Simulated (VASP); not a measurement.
# Eu (Fm-3m) in VASP: further runs

The runs below take Eu through single point, relaxation of cell and atoms, with LDA.

Everything below comes from runs of VASP 6.6.1. Logs are shortened: lines on timing, memory, paths and dates and some standing lists are left out, and cuts for length are marked.

### 1 The cell of the first run

It takes space group Fm-3m (No. 225, cubic). Conventional cell: a = 5.177 Å, b = 5.177 Å, c = 5.177 Å, α = 90.00°, β = 90.00°, γ = 90.00°. Within 4.8 Å of Eu (site symmetry m-3m) lie 12 Eu at 3.66 Å.

This isn't the form of Eu at room conditions, which is bcc.

### 2 Single point, LDA, collinear spin, ferromagnetic start

INCAR

```
  ALGO = Normal
  EDIFF = 1E-6
  ENCUT = 520
  GGA = CA
  ISIF = 2
  ISMEAR = -1
  ISPIN = 2
  LASPH = True
  LCHARG = True
  LELF = True
  LMAXMIX = 6
  LORBIT = 11
  LREAL = False
  LVHAR = True
  LWAVE = False
  MAGMOM = 7
  NBANDS = 18
  NELM = 150
  PREC = Accurate
  SIGMA = 0.1
```

KPOINTS

```
k-points
0
Gamma
  13 13 13
```

POSCAR

```
Eu
1.0
    0.0000000000      2.5884099501      2.5884099501
    2.5884099501      0.0000000000      2.5884099501
    2.5884099501      2.5884099501      0.0000000000
Eu
1
Direct
    0.0000000000      0.0000000000      0.0000000000
```

Potentials or basis: VASP PAW PBE potentials, release 64 (Eu).

Launch:

```sh
$ cat potpaw_PBE.64/Eu/POTCAR > POTCAR
$ mpirun -np 1 vasp_std > vasp.out
```

OUTCAR:

```text
EDIFF = 1E-6
   ENCUT = 520
   GGA = CA
   ISIF = 2
   ISMEAR = -1
   ISPIN = 2
   LASPH = True
   LORBIT = 11
   LREAL = False
   NELM = 150
   PREC = Accurate

 ion  position               nearest neighbor table
   1  0.000  0.000  0.000-

  LATTYP: Found a face centered cubic cell.
 ALAT       =     5.1768199002

  Lattice vectors:

 A1 = (   0.0000000000,   2.5884099501,   2.5884099501)
 A2 = (   2.5884099501,   0.0000000000,   2.5884099501)
 A3 = (   2.5884099501,   2.5884099501,   0.0000000000)

Analysis of symmetry for initial positions (statically):
=====================================================================
 Subroutine PRICEL returns:
 Original cell was already a primitive cell.

 Routine SETGRP: Setting up the symmetry group for a
 face centered cubic supercell.

 Subroutine GETGRP returns: Found 48 space group operations
 (whereof 48 operations were pure point group operations)
 out of a pool of 48 trial point group operations.

The static configuration has the point symmetry O_h .

Analysis of symmetry for dynamics (positions and initial velocities):
=====================================================================
 Subroutine PRICEL returns:
 Original cell was already a primitive cell.

 Routine SETGRP: Setting up the symmetry group for a
 face centered cubic supercell.

 Subroutine GETGRP returns: Found 48 space group operations
 (whereof 48 operations were pure point group operations)
 out of a pool of 48 trial point group operations.

The dynamic configuration has the point symmetry O_h .

Analysis of structural, dynamic, and magnetic symmetry:
=====================================================================
 Subroutine PRICEL returns:
 Original cell was already a primitive cell.

 Routine SETGRP: Setting up the symmetry group for a
 face centered cubic supercell.

 Subroutine GETGRP returns: Found 48 space group operations
 (whereof 48 operations were pure point group operations)
 out of a pool of 48 trial point group operations.

The overall configuration has the point symmetry O_h .

 Subroutine INISYM returns: Found 48 space group operations
 (whereof 48 operations are pure point group operations),
 and found     1 'primitive' translations

----------------------------------------------------------------------------------------

                                     Primitive cell

  volume of cell :      34.6840

  direct lattice vectors                    reciprocal lattice vectors
     0.000000000  2.588409950  2.588409950    -0.193168783  0.193168783  0.193168783
     2.588409950  0.000000000  2.588409950     0.193168783 -0.193168783  0.193168783
     2.588409950  2.588409950  0.000000000     0.193168783  0.193168783 -0.193168783

  length of vectors
     3.660564456  3.660564456  3.660564456     0.334578147  0.334578147  0.334578147

  position of ions in fractional coordinates (direct lattice)
     0.000000000  0.000000000  0.000000000

  ion indices of the primitive-cell ions
   primitive index   ion index
                 1           1

----------------------------------------------------------------------------------------

 KPOINTS: k-points

Automatic generation of k-mesh.
 Grid dimensions read from file:
 generate k-points for:   13   13   13

 Generating k-lattice:

  Cartesian coordinates                     Fractional coordinates (reciprocal lattice)
    -0.014859137  0.014859137  0.014859137     0.076923077  0.000000000  0.000000000
     0.014859137 -0.014859137  0.014859137     0.000000000  0.076923077  0.000000000
     0.014859137  0.014859137 -0.014859137     0.000000000  0.000000000  0.076923077

  Length of vectors
     0.025736781  0.025736781  0.025736781

  Shift w.r.t. Gamma in fractional coordinates (k-lattice)
     0.000000000  0.000000000  0.000000000

 Subroutine IBZKPT returns following result:
 ===========================================

 Found     84 irreducible k-points:

 Following reciprocal coordinates:
            Coordinates               Weight
  0.000000  0.000000  0.000000      1.000000
  0.076923  0.000000  0.000000      8.000000
  0.153846  0.000000  0.000000      8.000000
  0.230769  0.000000  0.000000      8.000000
  0.307692  0.000000  0.000000      8.000000
  0.384615  0.000000  0.000000      8.000000
[... 16 lines left out ...]
  0.384615  0.153846  0.000000     24.000000
  0.461538  0.153846  0.000000     24.000000
 [... further k-points ...]
   k-points           NKPTS =     84   k-points in BZ     NKDIM =     84   number of bands    NBANDS=     18
   number of dos      NEDOS =    301   number of ions     NIONS =      1
   total plane-waves  NPLWV =  21952
   dimension x,y,z NGX =    28 NGY =   28 NGZ =   28
   dimension x,y,z NGXF=    56 NGYF=   56 NGZF=   56
   ions per type =               1
   NGX,Y,Z   is equivalent  to a cutoff of  12.72, 12.72, 12.72 a.u.
   NGXF,Y,Z  is equivalent  to a cutoff of  25.43, 25.43, 25.43 a.u.
 SYSTEM =  unknown system
   PREC   = accura    normal or accurate (medium, high low for compatibility)
   ISTART =      0    job   : 0-new  1-cont  2-samecut
   ICHARG =      2    charge: 1-file 2-atom 10-const
   ISPIN  =      2    spin polarized calculation?
   LNONCOLLINEAR =      F non collinear calculations
   LSORBIT =      F    spin-orbit coupling
   LASPH  =      T    aspherical Exc in radial PAW
   ENCUT  =  520.0 eV  38.22 Ry    6.18 a.u.   6.81  6.81  6.81*2*pi/ulx,y,z
   NELM   =    150;   NELMIN=  2; NELMDL= -5     # of ELM steps
   EDIFF  = 0.1E-05   stopping-criterion for ELM
   LREAL  =      F    real-space projection
   EDIFFG = 0.1E-04   stopping-criterion for IOM
   NSW    =      0    number of steps for IOM
   IBRION =     -1    ionic relax: 0-MD 1-quasi-New 2-CG
   NFREE  =      0    steps in history (QN), initial steepest desc. (CG)
   ISIF   =      2    stress and relaxation
   ISYM   =      2    0-nonsym 1-usesym 2-fastsym
   POTIM  = 0.5000    time-step for ionic-motion
   TEBEG  =    0.0;   TEEND  =   0.0 temperature during run
   PSTRESS=    0.0 pullay stress
   NELECT =      17.0000    total number of electrons
   NUPDOWN=      -1.0000    fix difference up-down
   EMIN   =  10.00;   EMAX   =-10.00  energy-range for DOS
   EFERMI =   0.00;   METHOD = LEGACY
   ISMEAR =    -1;   SIGMA  =   0.10  broadening in eV -4-tet -1-fermi 0-gaus
   EFERMI_NEDOS =   21; number of points for ismear=-14 and -15
   IALGO  =     38    algorithm
   IMIX   =      4    mixing-type and parameters
     AMIX     =   0.40;   BMIX     =  1.00
     AMIX_MAG =   1.60;   BMIX_MAG =  1.00
  volume/ion in A,a.u.               =      34.68       234.06
  Fermi-wavevector in a.u.,A,eV,Ry     =   1.290768  2.439197 22.668411  1.666081
  Thomas-Fermi vector in A             =   2.422579
   LORBIT       =     11    0 simple, 1 ext, 2 COOP (PROOUT), +10 PAW based schemes
   GGA     = CA    functional components
   LHFCALC =     F    Hartree Fock is set to
   AEXX    =    0.0000 exact exchange contribution
   IVDW    =     0    specifies the selected vdW correction
   LEPSILON=     F    determine dielectric tensor
   LRPA    =     F    only Hartree local field effects (RPA)
 spin polarized calculation
  energy-cutoff  :      520.00
  volume of cell :       34.68
 maximum number of plane-waves:       950
   NGX = 13   NGY = 13   NGZ = 13

 number of electron      17.0000000 magnetization       7.3148082

 Free energy of the ion-electron system (eV)
  ---------------------------------------------------
  ext. energy  EPLUGINS =         0.00000000
  ---------------------------------------------------
  free energy    TOTEN  =       -11.45762016 eV

  energy without entropy =      -11.38051464  energy(sigma->0) =      -11.41906740

 E-fermi :   2.5416     XC(G=0):  -9.9350

 val. band max:        2.5243837287   @ k =  -0.3846   0.3077   0.0769
 cond. band min:       2.5486723189   @ k =  -0.4615   0.3846   0.1538
 fundamental gap:      0.0242885901
 Fermi energy:         2.5416038473

 spin component 1

 k-point     1 :       0.0000    0.0000    0.0000
  band No.  band energies     occupation
      1     -38.7041      1.00000
      2     -17.1983      1.00000
      3     -17.1983      1.00000
      4     -17.1983      1.00000
      5      -1.9932      1.00000
      6       1.8080      0.99935
[... 10 lines left out ...]
     17       6.7578      0.00000
     18      11.8104      0.00000

 k-point     2 :       0.0769    0.0000    0.0000
  band No.  band energies     occupation
      1     -38.6997      1.00000
      2     -17.2499      1.00000
      3     -17.2046      1.00000
      4     -17.2046      1.00000
      5      -1.8302      1.00000
      6       1.8053      0.99937
[... 10 lines left out ...]
     17       6.6718      0.00000
     18      12.1466      0.00000
[... 442 lines left out ...]
 k-point    24 :       0.4615    0.1538    0.0000
  band No.  band energies     occupation
      1     -38.6246      1.00000
      2     -17.9251      1.00000
      3     -17.4003      1.00000
      4     -17.3498      1.00000
      5       0.9203      1.00000
      6       1.8445      0.99906
[... 10 lines left out ...]
     17       8.6242      0.00000
     18      11.0191      0.00000

 [... further k-points ...]

 spin component 2

 k-point     1 :       0.0000    0.0000    0.0000
  band No.  band energies     occupation
      1     -35.8830      1.00000
      2     -14.9788      1.00000
      3     -14.9788      1.00000
      4     -14.9788      1.00000
      5      -1.1744      1.00000
      6       5.4793      0.00000
[... 10 lines left out ...]
     17       7.9387      0.00000
     18      13.1120      0.00000

 k-point     2 :       0.0769    0.0000    0.0000
  band No.  band energies     occupation
      1     -35.8776      1.00000
      2     -15.0419      1.00000
      3     -14.9862      1.00000
      4     -14.9862      1.00000
      5      -1.0024      1.00000
      6       5.1173      0.00000
[... 10 lines left out ...]
     17       7.8826      0.00000
     18      13.4170      0.00000
[... 442 lines left out ...]
 k-point    24 :       0.4615    0.1538    0.0000
  band No.  band energies     occupation
      1     -35.7850      1.00000
      2     -15.8510      1.00000
      3     -15.2197      1.00000
      4     -15.1578      1.00000
      5       1.8507      0.99900
      6       3.8087      0.00000
[... 10 lines left out ...]
     17       9.9674      0.00000
     18      12.2853      0.00000

 [... further k-points ...]

------------------------ aborting loop because EDIFF is reached ----------------------------------------

  FORCE on cell =-STRESS in cart. coord.  units (eV):
  Direction    XX          YY          ZZ          XY          YZ          ZX
  --------------------------------------------------------------------------------------
  -------------------------------------------------------------------------------------
  Total       -0.0569419     -0.0569419     -0.0569419      0.0000000      0.0000000     -0.0000000
  in kB       -2.6303488     -2.6303488     -2.6303488      0.0000000      0.0000000     -0.0000000
  external PRESSURE =      -2.6303488 kB  Pullay stress =       0.0000000 kB

 VOLUME and BASIS-vectors are now :
 -----------------------------------------------------------------------------
  energy-cutoff  :      520.00
  volume of cell :       34.68
      direct lattice vectors                 reciprocal lattice vectors
     0.000000000  2.588409950  2.588409950    -0.193168783  0.193168783  0.193168783
     2.588409950  0.000000000  2.588409950     0.193168783 -0.193168783  0.193168783
     2.588409950  2.588409950  0.000000000     0.193168783  0.193168783 -0.193168783

 POSITION                                       TOTAL-FORCE (eV/Angst)
 -----------------------------------------------------------------------------------
      0.00000      0.00000      0.00000         0.000000      0.000000      0.000000
 -----------------------------------------------------------------------------------
    total drift:                               -0.000000     -0.000000     -0.000000

  FREE ENERGIE OF THE ION-ELECTRON SYSTEM (eV)
  ---------------------------------------------------
  free  energy   TOTEN  =       -11.4576201616 eV

  energy  without entropy=      -11.3805146367  energy(sigma->0) =      -11.41906740

 total charge

# of ion       s       p       d       f       tot
--------------------------------------------------
    1        2.093   5.636   0.426   6.562  14.717

 magnetization (x)

# of ion       s       p       d       f       tot
--------------------------------------------------
    1        0.004  -0.062   0.196   6.556   6.694
```

Run time: 1.7 min. Hardware: 1 thread of Intel Xeon Platinum 8488C (Sapphire Rapids), shared host; peak memory 0.22 GiB.

What came out:

```yaml
Free_energy: -11.4576 eV
Pressure: -0.3 GPa
Net_moment: 7.31 μB per cell
Site_moments: Eu +6.69 μB
Valence_electrons_inside_the_program's_atomic_spheres: Eu 14.72
```

Levels at points of the mesh, in eV from the Fermi level:
Spin up:
```csv
k point,band 9,band 10,band 11,band 12,band 13,band 14,band 15,band 16
"(0.00, 0.00, 0.00)",-0.56,-0.36,-0.36,-0.36,1.88,1.88,1.88,4.22
```
Spin down:
```csv
k point,band 3,band 4,band 5,band 6,band 7,band 8
"(0.00, 0.00, 0.00)",-17.52,-17.52,-3.72,2.94,2.94,2.94
```

Caveat: the PAW data sets were made with another functional, which shifts forces and pressure a little; spin-orbit coupling is left out, which moves the levels of the heavy elements; semilocal functionals describe open f shells poorly, which spoils levels, moments and volumes. The state reached can hang on the start; a lower one may exist.

### 3 Relaxation of cell and atoms, LDA, collinear spin, ferromagnetic start, target pressure 22 GPa, at which the enthalpy is minimised

This run uses another cell than the first one, of 20.64 Å³/atom.

INCAR

```
ALGO = Normal
EDIFF = 1E-6
EDIFFG = -0.005
ENCUT = 600
GGA = CA
IBRION = 2
ISIF = 3
ISMEAR = -1
ISPIN = 2
LASPH = True
LCHARG = False
LMAXMIX = 6
LORBIT = 11
LREAL = False
LWAVE = False
MAGMOM = 7
NELM = 150
NSW = 60
PREC = Accurate
PSTRESS = 220.0
SIGMA = 0.1
```

KPOINTS

```
k-points
0
Gamma
  15 15 15
```

POSCAR

```
Eu
1.0
    0.0000000000      2.1770682752      2.1770682752
    2.1770682752      0.0000000000      2.1770682752
    2.1770682752      2.1770682752      0.0000000000
Eu
1
Direct
    0.0000000000      0.0000000000      0.0000000000
```

Potentials or basis: VASP PAW PBE potentials, release 64 (Eu).

Launch:

```sh
$ cat potpaw_PBE.64/Eu/POTCAR > POTCAR
$ mpirun -np 1 vasp_std > vasp.out
```

It took 4.8 min on 1 thread of Intel Xeon Platinum 8488C (Sapphire Rapids), shared host; peak memory 0.24 GiB.

Results (log left out):

* Free energy: -10.8175 eV
* Relaxed volume: 20.74 Å³/atom
* Relaxed cell: a = 3.084 Å, b = 3.084 Å, c = 3.084 Å, α = 60.00°, β = 60.00°, γ = 60.00°
* Space group after relaxing (to 0.1 Å): Fm-3m (No. 225)
* Energy change on relaxing (the run minimises the enthalpy): -13.7 meV/atom
* Ionic steps: 3
* Pressure after relaxing: 22.0 GPa
* Net moment: 6.91 μB per cell
* Site moments: Eu +6.56 μB
* Valence electrons inside the program's atomic spheres: Eu 15.09

The path:
| step | energy change (eV) | largest force (eV/Å) | pressure (GPa) | volume (Å³) |
| --- | --- | --- | --- | --- |
| 1 | 0.0000 | 0.0000 | 22.48 | 20.64 |
| 2 | -0.0255 | 0.0000 | 21.69 | 20.82 |
| 3 | -0.0137 | 0.0000 | 22.02 | 20.74 |

Final structure:
```xyz
1
Lattice="0.0000 2.1805 2.1805 2.1805 0.0000 2.1805 2.1805 2.1805 0.0000" Properties=species:S:1:pos:R:3 pbc="T T T"
Eu    0.0000    0.0000    0.0000
```

Levels at points of the mesh, in eV from the Fermi level:
Spin up:
```
           k point  band 8  band 9  band 10  band 11  band 12  band 13  band 14  band 15  band 16
(0.00, 0.00, 0.00)   -0.85   -0.85    -0.30    -0.30    -0.30     2.17     2.17     2.17     6.24
```
Spin down:
| k point | band 1 | band 2 | band 3 | band 4 | band 5 | band 6 | band 7 | band 8 | band 9 | band 10 |
| --- | --- | --- | --- | --- | --- | --- | --- | --- | --- | --- |
| (0.00, 0.00, 0.00) | -38.85 | -16.34 | -16.34 | -16.34 | -3.22 | 2.41 | 3.26 | 3.26 | 3.26 | 3.27 |

Caveat: the cell is relaxed towards a set pressure, so the run minimises the enthalpy, not the energy; the PAW data sets were made with another functional, which shifts forces and pressure a little; spin-orbit coupling is left out, which moves the levels of the heavy elements; semilocal functionals describe open f shells poorly, which spoils levels, moments and volumes. The state reached can hang on the start; a lower one may exist.
